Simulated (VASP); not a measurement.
# N (Cm) in VASP: a series of runs

N is run at these levels: PBEsol; tasks: single point.

All numbers are computed with VASP 6.6.1; they aren't measurements. Logs are shortened: lines on timing, memory, paths and dates and some standing lists are left out, and cuts for length are marked.

### 1 The cell of the first run

It takes space group Cm (No. 8, monoclinic). The conventional cell has a = 7.218 Å, b = 4.167 Å, c = 7.006 Å, α = 90.00°, β = 90.00°, γ = 90.00°. Within 2.2 Å of N (site symmetry m) lie 1 N at 1.62 Å. Within 2.2 Å of N (site symmetry m) lie 1 N at 1.62 Å. Within 1.5 Å of N (site symmetry m) lie 1 N at 1.11 Å. Within 1.5 Å of N (site symmetry m) lie 1 N at 1.11 Å.

### 2 Single point, PBEsol (atom 1 (N) moved by (+0.450, +0.450) A along y and z)

INCAR reads:

```
ALGO = Normal ; EDIFF = 1E-7
ENCUT = 520 ; GGA = PS
ISIF = 2 ; ISMEAR = 0
LASPH = T ; LCHARG = F
LREAL = F ; LWAVE = F
NBANDS = 18 ; NELM = 60
PREC = Accurate ; SIGMA = 0.05
```

KPOINTS reads:

```
k-points
0
Gamma
  6 6 4
```

POSCAR reads:

```
N
1.0
    4.1672328106      0.0000000000      0.0000000000
   -2.0836164053      3.6089294775      0.0000000000
    0.0000000000      0.0000000000      7.0060035100
N
4
Direct
    0.3956786913      0.7913573825      0.3931606673
    0.3333333333      0.6666666667      0.1710699600
    0.6666666667      0.3333333333      0.8289300400
    0.6666666667      0.3333333333      0.6710699600
```

Potentials or basis: VASP PAW PBE potentials, release 64 (N).

Command:

```bash
$ cat potpaw_PBE.64/N/POTCAR > POTCAR
$ mpirun -np 1 vasp_std > vasp.out
```

OUTCAR:

```text
EDIFF = 1E-7
   ENCUT = 520
   GGA = PS
   ISIF = 2
   ISMEAR = 0
   LASPH = T
   LREAL = F
   NELM = 60
   PREC = Accurate

 ion  position               nearest neighbor table
   1  0.396  0.791  0.393-   2 1.62
   2  0.333  0.667  0.171-   1 1.62
   3  0.667  0.333  0.829-   4 1.11
   4  0.667  0.333  0.671-   3 1.11

  LATTYP: Found a hexagonal cell.
 ALAT       =     4.1672328106
 C/A-ratio  =     1.6812124084

  Lattice vectors:

 A1 = (   4.1672328106,   0.0000000000,   0.0000000000)
 A2 = (  -2.0836164053,   3.6089294775,   0.0000000000)
 A3 = (   0.0000000000,   0.0000000000,   7.0060035100)

Analysis of symmetry for initial positions (statically):
=====================================================================
 Subroutine PRICEL returns:
 Original cell was already a primitive cell.

 Routine SETGRP: Setting up the symmetry group for a
 hexagonal supercell.

 Subroutine GETGRP returns: Found  2 space group operations
 (whereof  2 operations were pure point group operations)
 out of a pool of 24 trial point group operations.

The static configuration has the point symmetry C_1h.

Analysis of symmetry for dynamics (positions and initial velocities):
=====================================================================
 Subroutine PRICEL returns:
 Original cell was already a primitive cell.

 Routine SETGRP: Setting up the symmetry group for a
 hexagonal supercell.

 Subroutine GETGRP returns: Found  2 space group operations
 (whereof  2 operations were pure point group operations)
 out of a pool of 24 trial point group operations.

The dynamic configuration has the point symmetry C_1h.

 Subroutine INISYM returns: Found  2 space group operations
 (whereof  2 operations are pure point group operations),
 and found     1 'primitive' translations

----------------------------------------------------------------------------------------

                                     Primitive cell

  volume of cell :     105.3650

  direct lattice vectors                    reciprocal lattice vectors
     4.167232811  0.000000000  0.000000000     0.239967395  0.138545240  0.000000000
    -2.083616405  3.608929477  0.000000000     0.000000000  0.277090480  0.000000000
     0.000000000  0.000000000  7.006003510     0.000000000  0.000000000  0.142734727

  length of vectors
     4.167232811  4.167232811  7.006003510     0.277090480  0.277090480  0.142734727

  position of ions in fractional coordinates (direct lattice)
     0.395678691  0.791357383  0.393160667
     0.333333333  0.666666667  0.171069960
     0.666666667  0.333333333  0.828930040
     0.666666667  0.333333333  0.671069960

  ion indices of the primitive-cell ions
   primitive index   ion index
                 1           1
                 2           2
                 3           3
                 4           4

----------------------------------------------------------------------------------------

 KPOINTS: k-points

Automatic generation of k-mesh.
 Grid dimensions read from file:
 generate k-points for:    6    6    4

 Generating k-lattice:

  Cartesian coordinates                     Fractional coordinates (reciprocal lattice)
     0.039994566  0.023090873  0.000000000     0.166666667  0.000000000  0.000000000
     0.000000000  0.046181747  0.000000000     0.000000000  0.166666667  0.000000000
     0.000000000  0.000000000  0.035683682     0.000000000  0.000000000  0.250000000

  Length of vectors
     0.046181747  0.046181747  0.035683682

  Shift w.r.t. Gamma in fractional coordinates (k-lattice)
     0.000000000  0.000000000  0.000000000

 Subroutine IBZKPT returns following result:
 ===========================================

 Found     47 irreducible k-points:

 Following reciprocal coordinates:
            Coordinates               Weight
  0.000000  0.000000  0.000000      1.000000
  0.166667  0.000000  0.000000      4.000000
  0.000000  0.166667  0.000000      2.000000
  0.333333  0.000000  0.000000      4.000000
  0.000000  0.333333  0.000000      2.000000
  0.500000  0.000000  0.000000      2.000000
[... 16 lines left out ...]
  0.500000  0.000000  0.250000      4.000000
  0.000000  0.500000  0.250000      2.000000
 [... further k-points ...]
   k-points           NKPTS =     47   k-points in BZ     NKDIM =     47   number of bands    NBANDS=     18
   number of dos      NEDOS =    301   number of ions     NIONS =      4
   total plane-waves  NPLWV =  55296
   dimension x,y,z NGX =    32 NGY =   32 NGZ =   54
   dimension x,y,z NGXF=    64 NGYF=   64 NGZF=  108
   ions per type =               4
   NGX,Y,Z   is equivalent  to a cutoff of  12.77, 12.77, 12.81 a.u.
   NGXF,Y,Z  is equivalent  to a cutoff of  25.53, 25.53, 25.63 a.u.
 SYSTEM =  unknown system
   PREC   = accura    normal or accurate (medium, high low for compatibility)
   ISTART =      0    job   : 0-new  1-cont  2-samecut
   ICHARG =      2    charge: 1-file 2-atom 10-const
   ISPIN  =      1    spin polarized calculation?
   LNONCOLLINEAR =      F non collinear calculations
   LSORBIT =      F    spin-orbit coupling
   LASPH  =      T    aspherical Exc in radial PAW
   ENCUT  =  520.0 eV  38.22 Ry    6.18 a.u.   7.75  7.75 13.03*2*pi/ulx,y,z
   NELM   =     60;   NELMIN=  2; NELMDL= -5     # of ELM steps
   EDIFF  = 0.1E-06   stopping-criterion for ELM
   LREAL  =      F    real-space projection
   EDIFFG = 0.1E-05   stopping-criterion for IOM
   NSW    =      0    number of steps for IOM
   IBRION =     -1    ionic relax: 0-MD 1-quasi-New 2-CG
   NFREE  =      0    steps in history (QN), initial steepest desc. (CG)
   ISIF   =      2    stress and relaxation
   ISYM   =      2    0-nonsym 1-usesym 2-fastsym
   POTIM  = 0.5000    time-step for ionic-motion
   TEBEG  =    0.0;   TEEND  =   0.0 temperature during run
   PSTRESS=    0.0 pullay stress
   NELECT =      20.0000    total number of electrons
   NUPDOWN=      -1.0000    fix difference up-down
   EMIN   =  10.00;   EMAX   =-10.00  energy-range for DOS
   EFERMI =   0.00;   METHOD = LEGACY
   ISMEAR =     0;   SIGMA  =   0.05  broadening in eV -4-tet -1-fermi 0-gaus
   EFERMI_NEDOS =   21; number of points for ismear=-14 and -15
   IALGO  =     38    algorithm
   IMIX   =      4    mixing-type and parameters
     AMIX     =   0.40;   BMIX     =  1.00
     AMIX_MAG =   1.60;   BMIX_MAG =  1.00
  volume/ion in A,a.u.               =      26.34       177.76
  Fermi-wavevector in a.u.,A,eV,Ry     =   0.940848  1.777944 12.043801  0.885194
  Thomas-Fermi vector in A             =   2.068300
   LORBIT       =      0    0 simple, 1 ext, 2 COOP (PROOUT), +10 PAW based schemes
   GGA     = PS    functional components
   LHFCALC =     F    Hartree Fock is set to
   AEXX    =    0.0000 exact exchange contribution
   IVDW    =     0    specifies the selected vdW correction
   LEPSILON=     F    determine dielectric tensor
   LRPA    =     F    only Hartree local field effects (RPA)
 non-spin polarized calculation
 Gauss-broadening in eV      SIGMA  =   0.05
  energy-cutoff  :      520.00
  volume of cell :      105.37
 maximum number of plane-waves:      2882
   NGX = 15   NGY = 15   NGZ = 27

 number of electron      20.0000001 magnetization

 Free energy of the ion-electron system (eV)
  ---------------------------------------------------
  ext. energy  EPLUGINS =         0.00000000
  ---------------------------------------------------
  free energy    TOTEN  =       -27.59483699 eV

  energy without entropy =      -27.59483699  energy(sigma->0) =      -27.59483699

 E-fermi :  -5.1213     XC(G=0):  -6.0528

 val. band max:       -5.4235006299   @ k =   0.0000   0.0000   0.0000
 cond. band min:      -2.5826583238   @ k =   0.5000   0.0000   0.0000
 fundamental gap:      2.8408423061
 Fermi energy:        -5.1213042627

 k-point     1 :       0.0000    0.0000    0.0000
  band No.  band energies     occupation
      1     -25.3270      2.00000
      2     -18.8164      2.00000
      3     -13.3105      2.00000
      4     -10.4464      2.00000
      5      -8.5763      2.00000
      6      -8.5644      2.00000
[... 10 lines left out ...]
     17       4.3433      0.00000
     18       6.4611      0.00000

 k-point     2 :       0.1667    0.0000    0.0000
  band No.  band energies     occupation
      1     -25.3234      2.00000
      2     -18.8043      2.00000
      3     -13.2910      2.00000
      4     -10.4475      2.00000
      5      -8.6553      2.00000
      6      -8.5880      2.00000
[... 10 lines left out ...]
     17       4.7539      0.00000
     18       6.7591      0.00000

 k-point     3 :       0.0000    0.1667    0.0000
  band No.  band energies     occupation
      1     -25.3234      2.00000
      2     -18.8035      2.00000
      3     -13.2905      2.00000
      4     -10.4560      2.00000
      5      -8.6658      2.00000
      6      -8.5811      2.00000
[... 10 lines left out ...]
     17       4.7436      0.00000
     18       6.7129      0.00000

 k-point     4 :       0.3333    0.0000    0.0000
  band No.  band energies     occupation
      1     -25.3163      2.00000
      2     -18.7798      2.00000
      3     -13.2516      2.00000
      4     -10.4494      2.00000
      5      -8.8031      2.00000
      6      -8.6197      2.00000
[... 10 lines left out ...]
     17       5.7991      0.00000
     18       6.9911      0.00000

 k-point     5 :       0.0000    0.3333    0.0000
  band No.  band energies     occupation
      1     -25.3162      2.00000
      2     -18.7775      2.00000
      3     -13.2500      2.00000
      4     -10.4749      2.00000
      5      -8.8157      2.00000
      6      -8.6141      2.00000
[... 10 lines left out ...]
     17       5.7868      0.00000
     18       6.8847      0.00000

 k-point     6 :       0.5000    0.0000    0.0000
  band No.  band energies     occupation
      1     -25.3128      2.00000
      2     -18.7675      2.00000
      3     -13.2316      2.00000
      4     -10.4503      2.00000
      5      -8.8689      2.00000
      6      -8.6353      2.00000
[... 10 lines left out ...]
     17       6.1722      0.00000
     18       6.7527      0.00000

 k-point     7 :       0.0000    0.5000    0.0000
  band No.  band energies     occupation
      1     -25.3127      2.00000
      2     -18.7643      2.00000
      3     -13.2296      2.00000
      4     -10.4845      2.00000
      5      -8.8815      2.00000
      6      -8.6305      2.00000
[... 10 lines left out ...]
     17       6.0773      0.00000
     18       6.8085      0.00000

 k-point     8 :       0.1667    0.1667    0.0000
  band No.  band energies     occupation
      1     -25.3180      2.00000
      2     -18.7848      2.00000
      3     -13.2607      2.00000
      4     -10.4615      2.00000
      5      -8.7641      2.00000
      6      -8.6215      2.00000
[... 10 lines left out ...]
     17       5.4811      0.00000
     18       7.1196      0.00000
[... 229 lines left out ...]
     17       5.5694      0.00000
     18       7.0458      0.00000

 k-point    20 :       0.0000    0.3333    0.2500
  band No.  band energies     occupation
      1     -25.3163      2.00000
      2     -18.7776      2.00000
      3     -13.2461      2.00000
      4     -10.5055      2.00000
      5      -8.7966      2.00000
      6      -8.6134      2.00000
[... 10 lines left out ...]
     17       5.5305      0.00000
     18       6.9218      0.00000

 k-point    21 :      -0.3333   -0.0000    0.2500
  band No.  band energies     occupation
      1     -25.3164      2.00000
      2     -18.7799      2.00000
      3     -13.2506      2.00000
      4     -10.4641      2.00000
      5      -8.7837      2.00000
      6      -8.6200      2.00000
[... 10 lines left out ...]
     17       5.5249      0.00000
     18       7.0968      0.00000

 k-point    22 :       0.0000   -0.3333    0.2500
  band No.  band energies     occupation
      1     -25.3163      2.00000
      2     -18.7773      2.00000
      3     -13.2555      2.00000
      4     -10.4653      2.00000
      5      -8.7903      2.00000
      6      -8.6131      2.00000
[... 10 lines left out ...]
     17       5.4871      0.00000
     18       7.0357      0.00000

 k-point    23 :       0.5000    0.0000    0.2500
  band No.  band energies     occupation
      1     -25.3128      2.00000
      2     -18.7675      2.00000
      3     -13.2315      2.00000
      4     -10.4642      2.00000
      5      -8.8500      2.00000
      6      -8.6352      2.00000
[... 10 lines left out ...]
     17       6.3001      0.00000
     18       6.6505      0.00000

 k-point    24 :       0.0000    0.5000    0.2500
  band No.  band energies     occupation
      1     -25.3127      2.00000
      2     -18.7641      2.00000
      3     -13.2351      2.00000
      4     -10.4795      2.00000
      5      -8.8573      2.00000
      6      -8.6294      2.00000
[... 10 lines left out ...]
     17       6.2308      0.00000
     18       6.6194      0.00000

 [... further k-points ...]
[... 5 lines left out ...]
  --------------------------------------------------------------------------------------
  -------------------------------------------------------------------------------------
  Total       -0.0045391     -1.5079974    -19.4753119      0.0000000     -5.7965256      0.0000000
  in kB       -0.0690207    -22.9305606   -296.1409702      0.0000000    -88.1417831      0.0000000
  external PRESSURE =    -106.3801838 kB  Pullay stress =       0.0000000 kB

 VOLUME and BASIS-vectors are now :
 -----------------------------------------------------------------------------
  energy-cutoff  :      520.00
  volume of cell :      105.37
      direct lattice vectors                 reciprocal lattice vectors
     4.167232811  0.000000000  0.000000000     0.239967395  0.138545240  0.000000000
    -2.083616405  3.608929477  0.000000000     0.000000000  0.277090480  0.000000000
     0.000000000  0.000000000  7.006003510     0.000000000  0.000000000  0.142734727

 POSITION                                       TOTAL-FORCE (eV/Angst)
 -----------------------------------------------------------------------------------
      0.00000      2.85595      2.75449        -0.000000     -3.997785    -13.435077
     -0.00000      2.40595      1.19852         0.000000      3.870438     13.329800
      2.08362      1.20298      5.80749        -0.000000     -0.023076      0.990195
      2.08362      1.20298      4.70152        -0.000000      0.150423     -0.884918
 -----------------------------------------------------------------------------------
    total drift:                               -0.000000     -0.000013     -0.000011

  FREE ENERGIE OF THE ION-ELECTRON SYSTEM (eV)
  ---------------------------------------------------
  free  energy   TOTEN  =       -27.5948369873 eV

  energy  without entropy=      -27.5948369873  energy(sigma->0) =      -27.59483699
```

It took 58 s on 1 thread of Intel Xeon Platinum 8488C (Sapphire Rapids), shared host; peak memory 0.24 GiB.

What came out:

```
Free energy            : -27.5948 eV
Pressure               : -10.6 GPa
Largest force          : 14.017 eV/Å
Band gap on the k mesh : 2.84 eV, indirect (least direct gap 2.93 eV)
```

Forces on the atoms (eV/Å):
```
N     0.000  -3.998 -13.435
N     0.000   3.870  13.330
N     0.000  -0.023   0.990
N     0.000   0.150  -0.885
```

Levels at points of the mesh, in eV from the valence-band top:
```tsv
k point	band 7	band 8	band 9	band 10	band 11	band 12	band 13	band 14
(0.00, 0.00, 0.00)	-2.22	-0.65	-0.01	0.00	3.03	3.11	6.57	6.57
(0.50, 0.00, 0.00)	-1.95	-0.85	-0.36	-0.09	2.84	3.00	6.00	6.50
(0.00, 0.50, 0.00)	-1.89	-0.93	-0.32	-0.11	2.92	3.04	5.96	6.53
(0.00, 0.00, 0.50)	-1.89	-0.90	-0.01	-0.01	3.06	3.11	6.53	6.57
(0.50, 0.00, 0.50)	-1.83	-0.92	-0.46	-0.11	2.89	3.04	6.14	6.44
(0.00, 0.50, 0.50)	-1.90	-0.93	-0.42	-0.13	2.97	3.08	6.17	6.49
```

Caveat: the cell differs from its parent crystal (atom 1 (N) moved by (+0.450, +0.450) A along y and z); the standard files for N, O and F lose accuracy on very short bonds; the PAW data sets were made with another functional, which shifts forces and pressure a little. A k mesh can miss the band edges.

[end of part 1 of 2]
